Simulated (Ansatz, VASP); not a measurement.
As: VASP beside Ansatz

```xyz
2
Lattice="1.9036 1.0991 3.6082 -1.9036 1.0991 3.6082 0.0000 -2.1981 3.6082" Properties=species:S:1:pos:R:3 pbc="T T T"
As    0.0000    0.0000    8.3750
As    0.0000    0.0000    2.4495
```

Alike in both runs: task single point; functional PBE; k mesh 5 × 5 × 5; occupations fermi-dirac, width 0.1 eV; no spin polarisation.

|  | VASP | Ansatz |
| --- | --- | --- |
| version | VASP 6.6.1 | Ansatz 0.2.0 |
| potentials or method | VASP PAW PBE potentials, release 64 (As), cutoff 520 eV | plane waves (420 eV) with PAW, scalar-relativistic |
| valence electrons in the cell | 10 | 30 |

VASP gave:

```
pressure (GPa)                                                : -0.1
traceless stress, the component that is largest in VASP (GPa) : -0.88
```

Task: Which values does Ansatz return?

Result: Pressure (GPa): -0.3; traceless stress, the component that is largest in VASP (GPa): -0.80.

With one functional, cell and mesh, what is left measures potentials, basis and numerics. VASP's potentials hold 10 valence electrons a cell and Ansatz's 30, so a difference there can come from the potentials and not from the codes.

The k mesh is coarse, so the values compare programs but aren't converged.
